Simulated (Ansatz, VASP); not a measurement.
## KBr: VASP beside Ansatz

```xyz
2
Lattice="-0.0242 3.3278 3.3285 3.3364 -0.0061 3.3104 3.3159 3.2892 0.0144" Properties=species:S:1:pos:R:3 pbc="T T T"
K     3.2381    6.4136    3.2960
Br    3.2486    3.3576    3.2238
```

Alike in both runs: task single point; functional PBE; k mesh 4 × 4 × 4; no spin polarisation.

|  | VASP | Ansatz |
| --- | --- | --- |
| version | VASP 6.6.1 | Ansatz 0.2.0 |
| potentials or method | VASP PAW PBE potentials, release 64 (K_sv, Br), cutoff 520 eV | plane waves, PAW |
| occupations | methfessel-paxton of order 1, width 0.01 eV | cold, width 0.01 eV |
| valence electrons in the cell | 16 | 16 |

```tsv
	VASP	Ansatz	Ansatz less VASP
pressure (GPa)	0.8	0.8	-0.04
traceless stress, the component that is largest in VASP (GPa)	0.96	0.94	-0.015
rms of the force components (eV/Å)	0.213	0.210	-0.0032
```

Atom by atom the forces differ by 0.003 eV/Å (rms over components). Ansatz's warnings: stress scf threshold loose.
